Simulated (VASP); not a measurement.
Input of a VASP 6.6.1 run:

POSCAR

```
TiC
1.0
    2.0340794564      2.0340794564      0.0000000000
   -2.0340794564      2.0340794564      0.0000000000
    0.0000000000      0.0000000000      4.4701659273
Ti C
2 2
Direct
    0.0000000000      0.0000000000      0.0000000000
    0.5000000000      0.5000000000      0.5000000000
    0.5000000000      0.5000000000      0.0000000000
    0.0000000000      0.0000000000      0.5000000000
```

The input INCAR.step1:

```
PREC = Accurate
ENCUT = 520
ISMEAR = 0
SIGMA = 0.1
LREAL = False
LASPH = True
NELM = 100
NBANDS = 24
GGA = PE
ALGO = Normal
EDIFF = 1E-4
LWAVE = True
LCHARG = False
```

Contents of INCAR.step2:

```
PREC = Accurate
ENCUT = 520
EDIFF = 1E-6
ISMEAR = 0
SIGMA = 0.1
LREAL = False
LASPH = True
NELM = 100
ALGO = Normal
ISIF = 2
LWAVE = False
LCHARG = False
METAGGA = R2SCAN
LMIXTAU = True
NBANDS = 24
ISTART = 1
```

KPOINTS

```
Automatic mesh
0
Gamma
  18 18 12
```

Potentials or basis: VASP PAW PBE potentials, release 64 (Ti_sv, C).

Run with:

```console
$ cat potpaw_PBE.64/Ti_sv/POTCAR potpaw_PBE.64/C/POTCAR > POTCAR
$ cp INCAR.step1 INCAR
$ mpirun -np 1 vasp_std > vasp.out
$ cp INCAR.step2 INCAR
$ mpirun -np 1 vasp_std > vasp.out
```

Question: Estimate the pressure.

Answer: 35.0 GPa.

Question: What does it give for the band gap on the k mesh?

Answer: Zero (bands 16 and 17 overlap by 1.99 eV).

Stress tensor (GPa, compression positive):
```
52.12  0.00  0.00
 0.00 52.12  0.00
 0.00  0.00  0.84
```

Caveat: the cell differs from its parent crystal (biaxial strain in the a-b plane: -6.0 %, then relaxed in part); the stress differs along the axes, from 1 to 52 GPa; the PAW data sets were made with another functional, which shifts forces and pressure a little.
